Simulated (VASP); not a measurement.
# BaS in VASP: notebook, part 2 of 2

VASP 6.6.1. The steps go on from the part before.

### Step 3. Single point, PBE

File INCAR:

```
SYSTEM = BaS
PREC = Accurate
ENCUT = 520
EDIFF = 1E-6
ISMEAR = 0
SIGMA = 0.01
LREAL = .FALSE.
LASPH = .TRUE.
NELM = 80
ALGO = Normal
ISIF = 2
LWAVE = .FALSE.
LCHARG = .FALSE.
GGA = PE
NBANDS = 15
```

File KPOINTS:

```
Automatic mesh
0
G
  4 4 4
  0 0 0
```

File POSCAR:

```
BaS
1.0
    0.0000000000      3.1937500000      3.1937500000
    3.1937500000      0.0000000000      3.1937500000
    3.1937500000      3.1937500000      0.0000000000
Ba S
1 1
Direct
    0.9832427789      0.0168372211      0.0271627789
    0.4703200000      0.4911500000      0.5464300000
```

Potentials or basis: VASP PAW PBE potentials, release 64 (Ba_sv, S).

Command:

```console
$ cat potpaw_PBE.64/Ba_sv/POTCAR potpaw_PBE.64/S/POTCAR > POTCAR
$ mpirun -np 1 vasp_std > vasp.out
```

OUTCAR:

```text
SYSTEM = BaS
   PREC = Accurate
   ENCUT = 520
   EDIFF = 1E-6
   ISMEAR = 0
   LREAL = .FALSE.
   LASPH = .TRUE.
   NELM = 80
   ISIF = 2
   GGA = PE

 ion  position               nearest neighbor table
   1  0.983  0.017  0.027-   2 3.07   2 3.18   2 3.18   2 3.22   2 3.22   2 3.32
   2  0.470  0.491  0.546-   1 3.07   1 3.18   1 3.18   1 3.22   1 3.22   1 3.32

  LATTYP: Found a face centered cubic cell.
 ALAT       =     6.3875000000

  Lattice vectors:

 A1 = (   0.0000000000,   3.1937500000,   3.1937500000)
 A2 = (   3.1937500000,   0.0000000000,   3.1937500000)
 A3 = (   3.1937500000,   3.1937500000,   0.0000000000)

Analysis of symmetry for initial positions (statically):
=====================================================================
 Subroutine PRICEL returns:
 Original cell was already a primitive cell.

 Routine SETGRP: Setting up the symmetry group for a
 face centered cubic supercell.

 Subroutine GETGRP returns: Found  1 space group operations
 (whereof  1 operations were pure point group operations)
 out of a pool of 48 trial point group operations.

The static configuration has the point symmetry C_1 .

Analysis of symmetry for dynamics (positions and initial velocities):
=====================================================================
 Subroutine PRICEL returns:
 Original cell was already a primitive cell.

 Routine SETGRP: Setting up the symmetry group for a
 face centered cubic supercell.

 Subroutine GETGRP returns: Found  1 space group operations
 (whereof  1 operations were pure point group operations)
 out of a pool of 48 trial point group operations.

The dynamic configuration has the point symmetry C_1 .

 Subroutine INISYM returns: Found  1 space group operations
 (whereof  1 operations are pure point group operations),
 and found     1 'primitive' translations

----------------------------------------------------------------------------------------

                                     Primitive cell

  volume of cell :      65.1527

  direct lattice vectors                    reciprocal lattice vectors
     0.000000000  3.193750000  3.193750000    -0.156555773  0.156555773  0.156555773
     3.193750000  0.000000000  3.193750000     0.156555773 -0.156555773  0.156555773
     3.193750000  3.193750000  0.000000000     0.156555773  0.156555773 -0.156555773

  length of vectors
     4.516644565  4.516644565  4.516644565     0.271162553  0.271162553  0.271162553

  position of ions in fractional coordinates (direct lattice)
     0.983242779  0.016837221  0.027162779
     0.470320000  0.491150000  0.546430000

  ion indices of the primitive-cell ions
   primitive index   ion index
                 1           1
                 2           2

----------------------------------------------------------------------------------------

 KPOINTS: Automatic mesh

Automatic generation of k-mesh.
 Grid dimensions read from file:
 generate k-points for:    4    4    4

 Generating k-lattice:

  Cartesian coordinates                     Fractional coordinates (reciprocal lattice)
    -0.039138943  0.039138943  0.039138943     0.250000000  0.000000000  0.000000000
     0.039138943 -0.039138943  0.039138943     0.000000000  0.250000000  0.000000000
     0.039138943  0.039138943 -0.039138943     0.000000000  0.000000000  0.250000000

  Length of vectors
     0.067790638  0.067790638  0.067790638

  Shift w.r.t. Gamma in fractional coordinates (k-lattice)
[... 39 lines left out ...]
   ions per type =               1   1
   NGX,Y,Z   is equivalent  to a cutoff of  13.25, 13.25, 13.25 a.u.
   NGXF,Y,Z  is equivalent  to a cutoff of  26.50, 26.50, 26.50 a.u.
 SYSTEM =  BaS
   PREC   = accura    normal or accurate (medium, high low for compatibility)
   ISTART =      0    job   : 0-new  1-cont  2-samecut
   ICHARG =      2    charge: 1-file 2-atom 10-const
   ISPIN  =      1    spin polarized calculation?
   LNONCOLLINEAR =      F non collinear calculations
   LSORBIT =      F    spin-orbit coupling
   LASPH  =      T    aspherical Exc in radial PAW
   ENCUT  =  520.0 eV  38.22 Ry    6.18 a.u.   8.40  8.40  8.40*2*pi/ulx,y,z
   NELM   =     80;   NELMIN=  2; NELMDL= -5     # of ELM steps
   EDIFF  = 0.1E-05   stopping-criterion for ELM
   LREAL  =      F    real-space projection
   EDIFFG = 0.1E-04   stopping-criterion for IOM
   NSW    =      0    number of steps for IOM
   IBRION =     -1    ionic relax: 0-MD 1-quasi-New 2-CG
   NFREE  =      0    steps in history (QN), initial steepest desc. (CG)
   ISIF   =      2    stress and relaxation
   ISYM   =      2    0-nonsym 1-usesym 2-fastsym
   POTIM  = 0.5000    time-step for ionic-motion
   TEBEG  =    0.0;   TEEND  =   0.0 temperature during run
   PSTRESS=    0.0 pullay stress
   NELECT =      16.0000    total number of electrons
   NUPDOWN=      -1.0000    fix difference up-down
   EMIN   =  10.00;   EMAX   =-10.00  energy-range for DOS
   EFERMI =   0.00;   METHOD = LEGACY
   ISMEAR =     0;   SIGMA  =   0.01  broadening in eV -4-tet -1-fermi 0-gaus
   EFERMI_NEDOS =   21; number of points for ismear=-14 and -15
   IALGO  =     38    algorithm
   IMIX   =      4    mixing-type and parameters
     AMIX     =   0.40;   BMIX     =  1.00
     AMIX_MAG =   1.60;   BMIX_MAG =  1.00
  volume/ion in A,a.u.               =      32.58       219.84
  Fermi-wavevector in a.u.,A,eV,Ry     =   1.025189  1.937326 14.299891  1.051012
  Thomas-Fermi vector in A             =   2.159016
   LORBIT       =      0    0 simple, 1 ext, 2 COOP (PROOUT), +10 PAW based schemes
   GGA     = PE    functional components
   LHFCALC =     F    Hartree Fock is set to
   AEXX    =    0.0000 exact exchange contribution
   IVDW    =     0    specifies the selected vdW correction
   LEPSILON=     F    determine dielectric tensor
   LRPA    =     F    only Hartree local field effects (RPA)
 non-spin polarized calculation
 Gauss-broadening in eV      SIGMA  =   0.01
  energy-cutoff  :      520.00
  volume of cell :       65.15
 maximum number of plane-waves:      1807
 NGX is ok and might be reduce to    36
   NGX = 17   NGY = 17   NGZ = 17

 number of electron      16.0000000 magnetization

 Free energy of the ion-electron system (eV)
  ---------------------------------------------------
  ext. energy  EPLUGINS =         0.00000000
  ---------------------------------------------------
  free energy    TOTEN  =       -10.16305159 eV

  energy without entropy =      -10.16305159  energy(sigma->0) =      -10.16305159

 E-fermi :   1.5663     XC(G=0):  -8.6217

 val. band max:        1.4335147090   @ k =   0.0000   0.0000   0.0000
 cond. band min:       3.5671885816   @ k =   0.5000   0.5000   0.0000
 fundamental gap:      2.1336738726
 Fermi energy:         1.5663339069

 k-point     1 :       0.0000    0.0000    0.0000
  band No.  band energies     occupation
      1     -24.6168      2.00000
      2      -9.7027      2.00000
      3      -9.6731      2.00000
      4      -9.6729      2.00000
      5      -8.8800      2.00000
      6       1.4282      2.00000
      7       1.4287      2.00000
      8       1.4335      2.00000
      9       5.0494      0.00000
     10       5.3288      0.00000
     11       5.3588      0.00000
     12       5.3656      0.00000
     13       6.2564      0.00000
     14       6.3098      0.00000
[... 401 lines left out ...]
      2     -10.5074      2.00000
      3      -9.8915      2.00000
      4      -9.7946      2.00000
      5      -8.1285      2.00000
      6       0.2596      2.00000
      7       0.6759      2.00000
      8       0.8452      2.00000
      9       4.8897      0.00000
     10       7.4268      0.00000
     11       8.1804      0.00000
     12       8.3244      0.00000
     13       8.5929      0.00000
     14       9.9222      0.00000
     15      10.2221      0.00000

 [... further k-points ...]

------------------------ aborting loop because EDIFF is reached ----------------------------------------

  FORCE on cell =-STRESS in cart. coord.  units (eV):
  Direction    XX          YY          ZZ          XY          YZ          ZX
  --------------------------------------------------------------------------------------
  -------------------------------------------------------------------------------------
  Total        0.5684654      0.5683063      0.8510908      0.0014113      0.0088918     -0.0090084
  in kB       13.9791845     13.9752724     20.9292532      0.0347045      0.2186581     -0.2215271
  external PRESSURE =      16.2945700 kB  Pullay stress =       0.0000000 kB

 VOLUME and BASIS-vectors are now :
 -----------------------------------------------------------------------------
  energy-cutoff  :      520.00
  volume of cell :       65.15
      direct lattice vectors                 reciprocal lattice vectors
     0.000000000  3.193750000  3.193750000    -0.156555773  0.156555773  0.156555773
     3.193750000  0.000000000  3.193750000     0.156555773 -0.156555773  0.156555773
     3.193750000  3.193750000  0.000000000     0.156555773  0.156555773 -0.156555773

 POSITION                                       TOTAL-FORCE (eV/Angst)
 -----------------------------------------------------------------------------------
      0.14052      3.22698      3.19401        -0.040592      0.040132     -0.266149
      3.31377      3.24725      3.07069         0.040592     -0.040132      0.266149
 -----------------------------------------------------------------------------------
    total drift:                               -0.000040      0.000049     -0.000009

  FREE ENERGIE OF THE ION-ELECTRON SYSTEM (eV)
  ---------------------------------------------------
  free  energy   TOTEN  =       -10.1630515869 eV

  energy  without entropy=      -10.1630515869  energy(sigma->0) =      -10.16305159
```

OSZICAR:

```text
N       E                     dE             d eps       ncg     rms          rms(c)
DAV:   1     0.816737963078E+02    0.81674E+02   -0.68843E+03  1080   0.931E+02
DAV:   2    -0.562627371945E+01   -0.87300E+02   -0.79529E+02  1469   0.171E+02
DAV:   3    -0.105561536008E+02   -0.49299E+01   -0.48957E+01  1605   0.419E+01
DAV:   4    -0.106496969173E+02   -0.93543E-01   -0.93530E-01  1377   0.579E+00
DAV:   5    -0.106517502950E+02   -0.20534E-02   -0.20533E-02  1505   0.702E-01    0.486E+00
DAV:   6    -0.101459924033E+02    0.50576E+00   -0.69112E-01  1262   0.497E+00    0.331E+00
DAV:   7    -0.101476983167E+02   -0.17059E-02   -0.19590E-01  1392   0.245E+00    0.216E+00
DAV:   8    -0.101605628619E+02   -0.12865E-01   -0.21728E-02  1213   0.105E+00    0.249E-01
DAV:   9    -0.101620962248E+02   -0.15334E-02   -0.34620E-03  1381   0.451E-01    0.154E-01
DAV:  10    -0.101629399642E+02   -0.84374E-03   -0.87399E-04  1164   0.197E-01    0.459E-02
DAV:  11    -0.101630488013E+02   -0.10884E-03   -0.14711E-04  1381   0.742E-02    0.122E-02
DAV:  12    -0.101630511513E+02   -0.23499E-05   -0.51941E-06  1297   0.150E-02    0.714E-03
DAV:  13    -0.101630515869E+02   -0.43562E-06   -0.10715E-06  1264   0.632E-03
   1 F= -.10163052E+02 E0= -.10163052E+02  d E =-.214595E-80
```

stdout:

```text
POSCAR found type information on POSCAR BaS
 POSCAR found :  2 types and       2 ions
 scaLAPACK will be used
 LDA part: xc-table for (Slater+PW92), standard interpolation
 POSCAR, INCAR and KPOINTS ok, starting setup
 FFT: planning ... GRIDC
 FFT: planning ... GRID_SOFT
 FFT: planning ... GRID
 WAVECAR not read
 entering main loop
```

It took 18 s on 1 thread of AMD EPYC 9R45 (Zen 5), shared host; peak memory 0.19 GiB.

Results:

* Free energy: -10.1631 eV
* Pressure: 1.6 GPa
* Largest force: 0.272 eV/Å
* Band gap on the k mesh: 2.13 eV, indirect (least direct gap 2.25 eV)

Forces in eV/Å, atoms in the order of the input:
```
Ba  -0.041  0.040 -0.266
S    0.041 -0.040  0.266
```

Caveat: the k points lie up to 0.43 Å⁻¹ apart; spin-orbit coupling is left out, which moves the levels of the heavy elements.

### Step 4. Single point, PBE

File INCAR:

```
ALGO = Normal
EDIFF = 1E-7
ENCUT = 520
GGA = PE
ISIF = 2
ISMEAR = 0
LASPH = T
LCHARG = F
LREAL = F
LWAVE = F
NBANDS = 15
NELM = 80
PREC = Accurate
SIGMA = 0.01
```

File KPOINTS:

```
k-points
0
Gamma
  4 4 4
```

POSCAR, as its differences from that of step 3:

```diff
@@ -8,3 +8,3 @@
 Direct
-    0.9832427789      0.0168372211      0.0271627789
+    0.9816772211      0.0184027789      0.0255972211
     0.4703200000      0.4911500000      0.5464300000
```

Command:

```console
$ cat potpaw_PBE.64/Ba_sv/POTCAR potpaw_PBE.64/S/POTCAR > POTCAR
$ mpirun -np 1 vasp_std > vasp.out
```

Run time: 20 s. Hardware: 1 thread of AMD EPYC 9R45 (Zen 5), shared host; peak memory 0.19 GiB.

It converged, with:

| Property | Result |
| --- | --- |
| Free energy | -10.1626 eV |
| Pressure | 1.6 GPa |
| Largest force | 0.276 eV/Å |
| Band gap on the k mesh | 2.14 eV, indirect (least direct gap 2.25 eV) |

Forces in eV/Å, atoms in the order of the input:
```
Ba  -0.041  0.060 -0.266
S    0.041 -0.060  0.266
```

Stress tensor (GPa, compression positive):
```
 1.39  0.01 -0.02
 0.01  1.41  0.03
-0.02  0.03  2.09
```

Levels at points of the mesh, in eV from the valence-band top:
```csv
k point,band 6,band 7,band 8,band 9,band 10,band 11
"(0.00, 0.00, 0.00)",-0.01,0.00,0.00,3.62,3.89,3.93
"(0.50, 0.00, 0.00)",-1.91,-1.06,-1.05,5.52,5.67,6.32
"(0.00, 0.50, 0.00)",-1.91,-1.07,-1.06,5.48,5.78,6.33
"(0.00, 0.00, 0.50)",-1.91,-1.06,-1.05,5.50,5.73,6.32
"(0.50, 0.50, 0.50)",-1.91,-1.06,-1.05,5.50,5.71,6.32
"(0.50, 0.50, 0.00)",-0.48,-0.12,-0.12,2.14,5.97,6.04
"(0.00, 0.50, 0.50)",-0.50,-0.17,-0.11,2.20,5.97,6.02
"(0.50, 0.00, 0.50)",-0.50,-0.17,-0.11,2.20,5.97,6.02
```

Caveat: the k points lie up to 0.43 Å⁻¹ apart; spin-orbit coupling is left out, which moves the levels of the heavy elements.
